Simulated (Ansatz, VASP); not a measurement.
# Two plane-wave programs on SnO2

The input INCAR:

```
PREC = Accurate ; ENCUT = 520
EDIFF = 1E-6 ; ISMEAR = 0
SIGMA = 0.05 ; LREAL = F
LASPH = T ; NELM = 80
ALGO = Normal ; ISIF = 2
LWAVE = F ; LCHARG = T
GGA = PE ; LELF = T
LVHAR = T ; NBANDS = 35
```

File KPOINTS:

```
regular mesh
0
Gamma
  6 6 8
```

The input POSCAR:

```
SnO2
1.0
    4.8277049966      0.0000000000      0.0000000000
    0.0000000000      4.8277049966      0.0000000000
    0.0000000000      0.0000000000      3.2379909407
Sn O
2 4
Direct
    0.0000000000      0.0000000000      0.0000000000
    0.5000000000      0.5000000000      0.5000000000
    0.3615307798      0.3615307798      0.0000000000
    0.2483206064      0.8615307798      0.5000000000
    0.7483206064      0.7483206064      0.0000000000
    0.8615307798      0.2483206064      0.5000000000
```

Input for Ansatz:

```yaml
crystal:
  lattice:
    - [4.8277049966, 0.0, 0.0]
    - [0.0, 4.8277049966, 0.0]
    - [0.0, 0.0, 3.2379909407]
  atoms:
    - { symbol: Sn, position: [0.0, 0.0, 0.0] }
    - { symbol: Sn, position: [0.5, 0.5, 0.5] }
    - { symbol: O, position: [0.3615307798, 0.3615307798, 0.0] }
    - { symbol: O, position: [0.2483206064, 0.8615307798, 0.5] }
    - { symbol: O, position: [0.7483206064, 0.7483206064, 0.0] }
    - { symbol: O, position: [0.8615307798, 0.2483206064, 0.5] }
basis:
  ecutwfc: 420
kpoints:
  mp_grid: { grid: [6, 6, 8] }
hamiltonian:
  xc: pbe
scf:
  occupations: { method: gaussian, width: 0.05 }
output:
  forces: true
  stress: true
  eigenvalues: true
```

Change from the starting cell: all O atoms moved +0.375 Å, as atom 3 towards its neighbour atom 5 (O) at 2.641 Å.

Alike in both runs: task single point; functional PBE; k mesh 6 × 6 × 8; occupations gaussian, width 0.05 eV; no spin polarisation.

```csv
,VASP,Ansatz
version,VASP 6.6.1,Ansatz 0.2.0
potentials or method,"VASP PAW PBE potentials, release 64 (Sn_d, O), cutoff 520 eV","scalar-relativistic, plane waves, PAW"
valence electrons in the cell,52,52
```

|  | VASP | Ansatz | Ansatz less VASP |
| --- | --- | --- | --- |
| gap on the k mesh at the Fermi level (eV) | 0.87 | 0.90 | +0.025 |
| least direct gap on the mesh (eV) | 0.87 | 0.90 | +0.025 |
| pressure (GPa) | 14.9 | 15.0 | +0.04 |
| traceless stress, the component that is largest in VASP (GPa) | 19.46 | 20.32 | +0.856 |
| rms of the force components (eV/Å) | 3.556 | 3.629 | +0.0735 |

Atom by atom the forces differ by 0.090 eV/Å (rms over components). The functional is the same, so the differences come from potentials, cutoffs and numerics.
